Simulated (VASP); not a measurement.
# NaY3 (P-1) in VASP: single point with PBE

Aim: the single point of NaY3 with PBE.

Everything below comes from runs of VASP 6.6.1. Logs are shortened: lines on timing, memory, paths and dates and some standing lists are left out, and cuts for length are marked.

## Step 1: The cell of the first run

The typed cell holds 4 atoms: a = 6.928 Å, b = 6.713 Å, c = 6.873 Å, α = 135.61°, β = 138.68°, γ = 61.50°.

## Step 2: Single point, PBE (strained and its atoms moved)

File INCAR:

```
PREC = Accurate
ENCUT = 520
EDIFF = 1E-6
ISMEAR = 0
SIGMA = 0.1
LREAL = F
LASPH = T
NELM = 100
ALGO = Normal
ISIF = 2
LWAVE = F
LCHARG = T
GGA = PE
LELF = T
LVHAR = T
NBANDS = 28
```

File KPOINTS:

```
regular mesh
0
Gamma
  8 8 10
```

File POSCAR:

```
NaY3
1.0
   -2.6040802508      2.4723890097      5.9253503279
    2.4595737292     -2.3265617887      5.7968470167
    2.6736415580      2.3961230959     -5.8608063979
Na Y
1 3
Direct
    0.0000000000      0.0000000000      0.0000000000
    0.7426344379      0.2156272444      0.4474276029
    0.2573655621      0.7843727556      0.5525723971
    0.5000000000      0.5000000000      0.0000000000
```

Potentials or basis: VASP PAW PBE potentials, release 64 (Na_pv, Y_sv).

Command:

```
$ cat potpaw_PBE.64/Na_pv/POTCAR potpaw_PBE.64/Y_sv/POTCAR > POTCAR
$ mpirun -np 1 vasp_std > vasp.out
```

OUTCAR:

```text
PREC = Accurate
   ENCUT = 520
   EDIFF = 1E-6
   ISMEAR = 0
   LREAL = F
   LASPH = T
   NELM = 100
   ISIF = 2
   GGA = PE

 ion  position               nearest neighbor table
   1  0.000  0.000  0.000-   4 3.49   4 3.49
   2  0.743  0.216  0.447-   3 3.21   3 3.30   4 3.67   3 3.72   4 3.77   4 3.86   3 3.98   4 4.13

   3  0.257  0.784  0.553-   2 3.21   2 3.30   4 3.67   2 3.72   4 3.77   4 3.86   2 3.98   4 4.13

   4  0.500  0.500  0.000-   1 3.49   1 3.49   2 3.67   3 3.67   3 3.77   2 3.77   3 3.86   2 3.86
                             3 4.13   2 4.13

  LATTYP: Found a triclinic cell.
 ALAT       =     4.8694368069
 B/A-ratio  =     1.4329397252
 C/A-ratio  =     1.4110954269
 COS(alpha) =     0.0030292725
 COS(beta)  =     0.3864352302
 COS(gamma) =     0.6775109824

  Lattice vectors:

 A1 = (   0.0695613072,   4.8685121056,   0.0645439300)
 A2 = (  -5.0636539800,   4.7989507984,   0.1285033112)
 A3 = (   2.5291350364,   2.5419503169,   5.8613909467)

Analysis of symmetry for initial positions (statically):
=====================================================================
 Subroutine PRICEL returns:
 Original cell was already a primitive cell.

 Routine SETGRP: Setting up the symmetry group for a
 triclinic supercell.

 Subroutine GETGRP returns: Found  2 space group operations
 (whereof  2 operations were pure point group operations)
 out of a pool of  2 trial point group operations.

The static configuration has the point symmetry S_2 .

Analysis of symmetry for dynamics (positions and initial velocities):
=====================================================================
 Subroutine PRICEL returns:
 Original cell was already a primitive cell.

 Routine SETGRP: Setting up the symmetry group for a
 triclinic supercell.

 Subroutine GETGRP returns: Found  2 space group operations
 (whereof  2 operations were pure point group operations)
 out of a pool of  2 trial point group operations.

The dynamic configuration has the point symmetry S_2 .

 Subroutine INISYM returns: Found  2 space group operations
 (whereof  2 operations are pure point group operations),
 and found     1 'primitive' translations

----------------------------------------------------------------------------------------

                                     Primitive cell

  volume of cell :     146.3998

  direct lattice vectors                    reciprocal lattice vectors
    -2.604080251  2.472389010  5.925350328    -0.001737918  0.204329411  0.082744902
     2.459573729 -2.326561789  5.796847017     0.195957031 -0.003963481  0.087773224
     2.673641558  2.396123096 -5.860806398     0.192061481  0.202659424 -0.000153480

  length of vectors
     6.928471540  6.713108670  6.873050029     0.220454638  0.214753361  0.279210455

  position of ions in fractional coordinates (direct lattice)
     0.000000000  0.000000000  0.000000000
     0.742634438  0.215627244  0.447427603
     0.257365562  0.784372756  0.552572397
     0.500000000  0.500000000  1.000000000

  ion indices of the primitive-cell ions
   primitive index   ion index
                 1           1
                 2           2
                 3           3
                 4           4

----------------------------------------------------------------------------------------

 KPOINTS: regular mesh

Automatic generation of k-mesh.
 Grid dimensions read from file:
 generate k-points for:    8    8   10

 Generating k-lattice:

  Cartesian coordinates                     Fractional coordinates (reciprocal lattice)
    -0.000217240  0.025541176  0.010343113     0.125000000 -0.000000000  0.000000000
     0.024494629 -0.000495435  0.010971653    -0.000000000  0.125000000  0.000000000
     0.019206148  0.020265942 -0.000015348    -0.000000000  0.000000000  0.100000000

  Length of vectors
     0.027556830  0.026844170  0.027921045

  Shift w.r.t. Gamma in fractional coordinates (k-lattice)
     0.000000000  0.000000000  0.000000000

 Subroutine IBZKPT returns following result:
 ===========================================

 Found    324 irreducible k-points:

 Following reciprocal coordinates:
            Coordinates               Weight
  0.000000  0.000000  0.000000      1.000000
  0.125000 -0.000000 -0.000000      2.000000
  0.250000 -0.000000 -0.000000      2.000000
  0.375000  0.000000  0.000000      2.000000
  0.500000 -0.000000 -0.000000      1.000000
  0.000000  0.125000  0.000000      2.000000
[... 16 lines left out ...]
  0.125000  0.375000  0.000000      2.000000
  0.250000  0.375000  0.000000      2.000000
 [... further k-points ...]
   k-points           NKPTS =    324   k-points in BZ     NKDIM =    324   number of bands    NBANDS=     28
   number of dos      NEDOS =    301   number of ions     NIONS =      4
   total plane-waves  NPLWV = 145800
   dimension x,y,z NGX =    54 NGY =   50 NGZ =   54
   dimension x,y,z NGXF=   108 NGYF=  100 NGZF=  108
   ions per type =               1   3
   NGX,Y,Z   is equivalent  to a cutoff of  12.96, 12.38, 13.06 a.u.
   NGXF,Y,Z  is equivalent  to a cutoff of  25.91, 24.76, 26.12 a.u.
 SYSTEM =  unknown system
   PREC   = accura    normal or accurate (medium, high low for compatibility)
   ISTART =      0    job   : 0-new  1-cont  2-samecut
   ICHARG =      2    charge: 1-file 2-atom 10-const
   ISPIN  =      1    spin polarized calculation?
   LNONCOLLINEAR =      F non collinear calculations
   LSORBIT =      F    spin-orbit coupling
   LASPH  =      T    aspherical Exc in radial PAW
   ENCUT  =  520.0 eV  38.22 Ry    6.18 a.u.  12.88 12.48 12.78*2*pi/ulx,y,z
   NELM   =    100;   NELMIN=  2; NELMDL= -5     # of ELM steps
   EDIFF  = 0.1E-05   stopping-criterion for ELM
   LREAL  =      F    real-space projection
   EDIFFG = 0.1E-04   stopping-criterion for IOM
   NSW    =      0    number of steps for IOM
   IBRION =     -1    ionic relax: 0-MD 1-quasi-New 2-CG
   NFREE  =      0    steps in history (QN), initial steepest desc. (CG)
   ISIF   =      2    stress and relaxation
   ISYM   =      2    0-nonsym 1-usesym 2-fastsym
   POTIM  = 0.5000    time-step for ionic-motion
   TEBEG  =    0.0;   TEEND  =   0.0 temperature during run
   PSTRESS=    0.0 pullay stress
   NELECT =      40.0000    total number of electrons
   NUPDOWN=      -1.0000    fix difference up-down
   EMIN   =  10.00;   EMAX   =-10.00  energy-range for DOS
   EFERMI =   0.00;   METHOD = LEGACY
   ISMEAR =     0;   SIGMA  =   0.10  broadening in eV -4-tet -1-fermi 0-gaus
   EFERMI_NEDOS =   21; number of points for ismear=-14 and -15
   IALGO  =     38    algorithm
   IMIX   =      4    mixing-type and parameters
     AMIX     =   0.40;   BMIX     =  1.00
     AMIX_MAG =   1.60;   BMIX_MAG =  1.00
  volume/ion in A,a.u.               =      36.60       246.99
  Fermi-wavevector in a.u.,A,eV,Ry     =   1.062302  2.007460 15.353981  1.128486
  Thomas-Fermi vector in A             =   2.197748
   LORBIT       =      0    0 simple, 1 ext, 2 COOP (PROOUT), +10 PAW based schemes
   GGA     = PE    functional components
   LHFCALC =     F    Hartree Fock is set to
   AEXX    =    0.0000 exact exchange contribution
   IVDW    =     0    specifies the selected vdW correction
   LEPSILON=     F    determine dielectric tensor
   LRPA    =     F    only Hartree local field effects (RPA)
 non-spin polarized calculation
 Gauss-broadening in eV      SIGMA  =   0.10
  energy-cutoff  :      520.00
  volume of cell :      146.40
 maximum number of plane-waves:      3967
 NGX is ok and might be reduce to    54
   NGX = 25   NGY = 25   NGZ = 25

 number of electron      40.0000001 magnetization

 Free energy of the ion-electron system (eV)
  ---------------------------------------------------
  ext. energy  EPLUGINS =         0.00000000
  ---------------------------------------------------
  free energy    TOTEN  =       -18.97695323 eV

  energy without entropy =      -18.94184525  energy(sigma->0) =      -18.95939924

 E-fermi :   1.9446     XC(G=0):  -8.4427

 val. band max:        1.9443754318   @ k =   0.3750  -0.3750   0.3000
 cond. band min:       1.9462407043   @ k =   0.1250   0.2500   0.4000
 fundamental gap:      0.0018652725
 Fermi energy:         1.9446447967

 k-point     1 :       0.0000    0.0000    0.0000
  band No.  band energies     occupation
      1     -41.4994      2.00000
      2     -41.2627      2.00000
      3     -41.1868      2.00000
      4     -21.8956      2.00000
      5     -21.8751      2.00000
      6     -21.8475      2.00000
[... 20 lines left out ...]
     27       4.0779      0.00000
     28       4.1810      0.00000

 k-point     2 :       0.1250   -0.0000   -0.0000
  band No.  band energies     occupation
      1     -41.4993      2.00000
      2     -41.2599      2.00000
      3     -41.1896      2.00000
      4     -21.8948      2.00000
      5     -21.8747      2.00000
      6     -21.8472      2.00000
[... 20 lines left out ...]
     27       4.1678      0.00000
     28       4.3974      0.00000

 k-point     3 :       0.2500   -0.0000   -0.0000
  band No.  band energies     occupation
      1     -41.4990      2.00000
      2     -41.2521      2.00000
      3     -41.1975      2.00000
      4     -21.8927      2.00000
      5     -21.8736      2.00000
      6     -21.8465      2.00000
[... 20 lines left out ...]
     27       4.3007      0.00000
     28       4.5581      0.00000

 k-point     4 :       0.3750    0.0000    0.0000
  band No.  band energies     occupation
      1     -41.4988      2.00000
      2     -41.2409      2.00000
      3     -41.2089      2.00000
      4     -21.8907      2.00000
      5     -21.8724      2.00000
      6     -21.8457      2.00000
[... 20 lines left out ...]
     27       4.0547      0.00000
     28       4.3864      0.00000

 k-point     5 :       0.5000   -0.0000   -0.0000
  band No.  band energies     occupation
      1     -41.4987      2.00000
      2     -41.2321      2.00000
      3     -41.2176      2.00000
      4     -21.8898      2.00000
      5     -21.8719      2.00000
      6     -21.8454      2.00000
[... 20 lines left out ...]
     27       3.8242      0.00000
     28       4.4162      0.00000

 k-point     6 :       0.0000    0.1250    0.0000
  band No.  band energies     occupation
      1     -41.4993      2.00000
      2     -41.2616      2.00000
      3     -41.1880      2.00000
      4     -21.8947      2.00000
      5     -21.8746      2.00000
      6     -21.8473      2.00000
[... 463 lines left out ...]
      5     -21.8757      2.00000
      6     -21.8466      2.00000
[... 20 lines left out ...]
     27       4.3060      0.00000
     28       4.3960      0.00000

 k-point    22 :       0.0000    0.3750    0.0000
  band No.  band energies     occupation
      1     -41.4988      2.00000
      2     -41.2559      2.00000
      3     -41.1941      2.00000
      4     -21.8902      2.00000
      5     -21.8723      2.00000
      6     -21.8463      2.00000
[... 20 lines left out ...]
     27       4.2538      0.00000
     28       4.3824      0.00000

 k-point    23 :       0.1250    0.3750    0.0000
  band No.  band energies     occupation
      1     -41.4987      2.00000
      2     -41.2539      2.00000
      3     -41.1960      2.00000
      4     -21.8935      2.00000
      5     -21.8719      2.00000
      6     -21.8464      2.00000
[... 20 lines left out ...]
     27       4.2482      0.00000
     28       4.5083      0.00000

 k-point    24 :       0.2500    0.3750    0.0000
  band No.  band energies     occupation
      1     -41.4986      2.00000
      2     -41.2476      2.00000
      3     -41.2023      2.00000
      4     -21.8970      2.00000
      5     -21.8737      2.00000
      6     -21.8465      2.00000
[... 20 lines left out ...]
     27       4.1293      0.00000
     28       4.5019      0.00000

 [... further k-points ...]

------------------------ aborting loop because EDIFF is reached ----------------------------------------

  FORCE on cell =-STRESS in cart. coord.  units (eV):
  Direction    XX          YY          ZZ          XY          YZ          ZX
  --------------------------------------------------------------------------------------
  -------------------------------------------------------------------------------------
  Total       -1.7325285     -1.4994083     -3.5541966     -0.2381140     -0.3115341      0.1053355
  in kB      -18.9605355    -16.4093028    -38.8966020     -2.6058845     -3.4093828      1.1527762
  external PRESSURE =     -24.7554801 kB  Pullay stress =       0.0000000 kB

 VOLUME and BASIS-vectors are now :
 -----------------------------------------------------------------------------
  energy-cutoff  :      520.00
  volume of cell :      146.40
      direct lattice vectors                 reciprocal lattice vectors
    -2.604080251  2.472389010  5.925350328    -0.001737918  0.204329411  0.082744902
     2.459573729 -2.326561789  5.796847017     0.195957031 -0.003963481  0.087773224
     2.673641558  2.396123096 -5.860806398     0.192061481  0.202659424 -0.000153480

 POSITION                                       TOTAL-FORCE (eV/Angst)
 -----------------------------------------------------------------------------------
      0.00000      0.00000      0.00000         0.000000      0.000000     -0.000000
     -0.20727      2.40650      3.02804         1.080121      0.278824     -0.114102
      2.73640      0.13545      2.83335        -1.080121     -0.278824      0.114102
     -0.07225      0.07291      5.86110         0.000000      0.000000      0.000000
 -----------------------------------------------------------------------------------
    total drift:                                0.000000      0.000000      0.000000

  FREE ENERGIE OF THE ION-ELECTRON SYSTEM (eV)
  ---------------------------------------------------
  free  energy   TOTEN  =       -18.9769532273 eV

  energy  without entropy=      -18.9418452505  energy(sigma->0) =      -18.95939924
```

Run time: 23 min. Hardware: 1 thread of AMD EPYC 9R45 (Zen 5), shared host; peak memory 1.2 GiB.

What came out:

- Free energy: -18.9770 eV
- Pressure: -2.5 GPa
- Largest force: 1.121 eV/Å
- Band gap on the k mesh: zero (band 20 reaches 2.19 eV, above the bottom of band 21 at 1.82 eV)

Forces in eV/Å, atoms in the order of the input:
```
Na   0.000  0.000  0.000
Y    1.080  0.279 -0.114
Y   -1.080 -0.279  0.114
Y    0.000  0.000  0.000
```

Stress tensor (GPa, compression positive):
```
-1.90 -0.26  0.12
-0.26 -1.64 -0.34
 0.12 -0.34 -3.89
```

Levels at points of the mesh, in eV from the Fermi level:
| k point | band 16 | band 17 | band 18 | band 19 | band 20 | band 21 | band 22 | band 23 | band 24 | band 25 |
| --- | --- | --- | --- | --- | --- | --- | --- | --- | --- | --- |
| (0.00, 0.00, 0.00) | -4.24 | -1.26 | -0.90 | -0.07 | 0.24 | 0.26 | 0.44 | 0.70 | 0.84 | 1.03 |
| (0.50, 0.00, 0.00) | -2.43 | -1.95 | -0.77 | -0.22 | -0.13 | 0.27 | 0.53 | 0.53 | 1.08 | 1.36 |
| (0.00, 0.50, 0.00) | -2.42 | -2.14 | -0.89 | -0.65 | -0.40 | 0.14 | 0.77 | 0.85 | 1.05 | 1.11 |
| (0.50, 0.50, 0.00) | -1.46 | -1.33 | -1.30 | -0.92 | -0.17 | 0.28 | 0.35 | 0.68 | 0.70 | 1.00 |
| (0.00, 0.00, 0.50) | -1.45 | -1.42 | -1.21 | -1.06 | -0.18 | 0.31 | 0.58 | 0.65 | 0.68 | 1.06 |
| (0.50, 0.00, 0.50) | -2.70 | -1.99 | -0.83 | -0.43 | -0.23 | 0.45 | 0.79 | 0.81 | 1.08 | 1.61 |
| (0.00, 0.50, 0.50) | -2.29 | -1.95 | -0.89 | -0.41 | -0.22 | 0.15 | 0.54 | 0.61 | 1.00 | 1.50 |
| (0.50, 0.50, 0.50) | -3.16 | -2.72 | -1.30 | -0.45 | -0.14 | -0.13 | 0.07 | 0.84 | 1.79 | 1.93 |

Caveat: the cell differs from its parent crystal (strained and its atoms moved); forces of over 1 eV/Å act on the atoms, so gaps and moduli don't describe the material at rest.
